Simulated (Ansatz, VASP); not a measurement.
# HPt6: VASP beside Ansatz

```
CELL_PARAMETERS angstrom
5.61433 0.00000 0.00000
-2.80716 4.86215 0.00000
0.00000 0.00000 22.61927
ATOMIC_POSITIONS crystal
Pt 0.33333 0.16667 0.17684
Pt 0.33333 0.66667 0.17684
Pt 0.83333 0.16667 0.17684
Pt 0.83333 0.66667 0.17684
Pt 0.16667 0.33333 0.27895
Pt 0.16667 0.83333 0.27895
Pt 0.66667 0.33333 0.27895
Pt 0.66667 0.83333 0.27895
Pt 0.00000 0.00000 0.38106
Pt 0.00000 0.50000 0.38106
Pt 0.50000 0.00000 0.38106
Pt 0.50000 0.50000 0.38106
H 0.15493 0.30986 0.45754
H 0.34507 0.69014 0.45754
```

Alike in both runs: task single point; functional PBE; k mesh 6 × 6 × 1; occupations gaussian, width 0.1 eV; no spin polarisation.

|  | VASP | Ansatz |
| --- | --- | --- |
| version | VASP 6.6.1 | Ansatz 0.2.0 |
| potentials or method | VASP PAW PBE potentials, release 64 (Pt, H), cutoff 520 eV | scalar-relativistic, plane waves, PAW |
| valence electrons in the cell | 122 | 218 |

Ansatz gave:

- gap on the k mesh at the Fermi level (eV): none
- rms of the force components (eV/Å): 0.532
- work function, face that differs most (eV): 5.41

Q: What did VASP give for the same quantities?

A: gap on the k mesh at the Fermi level (eV): none; rms of the force components (eV/Å): 0.529; work function, face that differs most (eV): 5.41.

Atom by atom the forces differ by 0.008 eV/Å (rms over components). A gap of «none» marks a metal or a gap that the smearing closes. The functional is the same, so the differences come from potentials, cutoffs and numerics. VASP's potentials hold 122 valence electrons a cell and Ansatz's 218, so a difference there can come from the potentials and not from the codes.

Neither program's run includes spin-orbit coupling.
